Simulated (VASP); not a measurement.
Write the native input for VASP 6.6.1 that does the following.

```
Task                   : single point
Functional             : PBE
Potentials or basis    : VASP PAW PBE potentials, release 64 (Na_pv, Cl)
Cutoff                 : 520 eV
k mesh                 : 7 × 7 × 7
Occupations            : gaussian, width 0.1 eV
Spin                   : no spin polarisation
Dipole correction      : no
Further INCAR settings : ALGO = Normal; EDIFF = 1e-07; NBANDS = 14
```

The structure of NaCl lies in POSCAR:

```
NaCl
1.0
    0.0000000000      2.9129500000      2.9129500000
    2.9129500000      0.0000000000      2.9129500000
    2.9129500000      2.9129500000      0.0000000000
Na Cl
1 1
Direct
    0.0000000000      0.0000000000      0.0000000000
    0.5000000000      0.5000000000      0.5000000000
```

One way to write it, as run:

INCAR

```
SYSTEM = NaCl
ALGO = Normal
EDIFF = 1E-7
ENCUT = 520
GGA = PE
ISIF = 2
ISMEAR = 0
LASPH = .True.
LCHARG = .False.
LREAL = .False.
LWAVE = .False.
NBANDS = 14
NELM = 100
PREC = Accurate
SIGMA = 0.1
```

KPOINTS

```
k-points
0
Gamma
  7 7 7
  0 0 0
```

Potentials or basis: VASP PAW PBE potentials, release 64 (Na_pv, Cl).

Launch:

```bash
$ cat potpaw_PBE.64/Na_pv/POTCAR potpaw_PBE.64/Cl/POTCAR > POTCAR
$ mpirun -np 1 vasp_std > vasp.out
```

It gave:

```
Pressure               : -1.4 GPa
Band gap on the k mesh : 4.76 eV, direct
```

Run time: 5.4 s on 1 thread of Intel(R) Xeon(R) 6975P-C (Granite Rapids), on a shared host, peak memory 0.17 GiB.
